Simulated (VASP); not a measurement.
Set up this calculation in VASP 6.6.1, as the native input.

| Item | Value |
| --- | --- |
| Task | single point |
| Functional | PBE |
| Potentials or basis | VASP PAW PBE potentials, release 64 (Ga_d, N) |
| Cutoff | 520 eV |
| k mesh | 6 × 6 × 6 |
| Occupations | gaussian, width 0.01 eV |
| Spin | no spin polarisation |
| Dipole correction | no |
| Further INCAR settings | ALGO = Normal; EDIFF = 1e-07; NBANDS = 16 |

The structure of GaN lies in POSCAR:

```
GaN
1.0
    0.0000000000      2.2489526240      2.2489526240
    2.2296116314      0.0000000000      2.2489526240
    2.2296116314      2.2489526240      0.0000000000
Ga N
1 1
Direct
    0.0000000000      0.0000000000      0.0000000000
    0.7500000000      0.7500000000      0.7500000000
```

This cell differs from its parent crystal: uniaxial x strain -0.9%.

The input as run:

INCAR

```
  PREC = Accurate
  ENCUT = 520
  EDIFF = 1E-7
  ISMEAR = 0
  SIGMA = 0.01
  LREAL = F
  LASPH = T
  NELM = 60
  ALGO = Normal
  ISIF = 2
  LWAVE = F
  LCHARG = F
  GGA = PE
  NBANDS = 16
```

KPOINTS

```
regular mesh
0
Gamma
  6 6 6
```

Potentials or basis: VASP PAW PBE potentials, release 64 (Ga_d, N).

Command:

```bash
$ cat potpaw_PBE.64/Ga_d/POTCAR potpaw_PBE.64/N/POTCAR > POTCAR
$ mpirun -np 1 vasp_std > vasp.out
```

It gave:

```
Pressure               : 7.9 GPa
Band gap on the k mesh : 1.79 eV, direct
```

Caveat: the cell differs from its parent crystal (uniaxial x strain -0.9%).

It took 12 s on 1 thread of AMD EPYC 7R43 64-Core Processor (Zen 3), with other jobs on the host, peak memory 0.1 GiB.
